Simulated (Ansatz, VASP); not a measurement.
# B: VASP beside Ansatz

```
B
1.0
    -2.83911    2.83911    1.89842
     2.83911   -2.83911    1.89842
     2.83911    2.83911   -1.89842
B
8
Direct
  0.73188 0.23189 0.21381
  0.01808 0.51807 0.78619
  0.23189 0.73188 0.21381
  0.48193 0.26812 0.50001
  0.76811 0.98192 0.49999
  0.51807 0.01808 0.78619
  0.26812 0.48193 0.50001
  0.98192 0.76811 0.49999
```

Alike in both runs: functional PBE; k mesh 6 × 6 × 6; occupations gaussian, width 0.1 eV; no spin polarisation.

Ansatz relaxed the structure, and its values are those at the end. VASP's run is a single point on that final structure, the one shown.

```csv
,VASP,Ansatz
version,VASP 6.6.1,Ansatz 0.2.0
potentials or method,"VASP PAW PBE potentials, release 64 (B), cutoff 520 eV","scalar-relativistic, plane waves, PAW"
valence electrons in the cell,24,24
```

```tsv
	VASP	Ansatz	Ansatz less VASP
gap on the k mesh at the Fermi level (eV)	none	none	-
pressure (GPa)	0.0	0.0	+0.02
```

A gap of «none» marks a metal or a gap that the smearing closes.
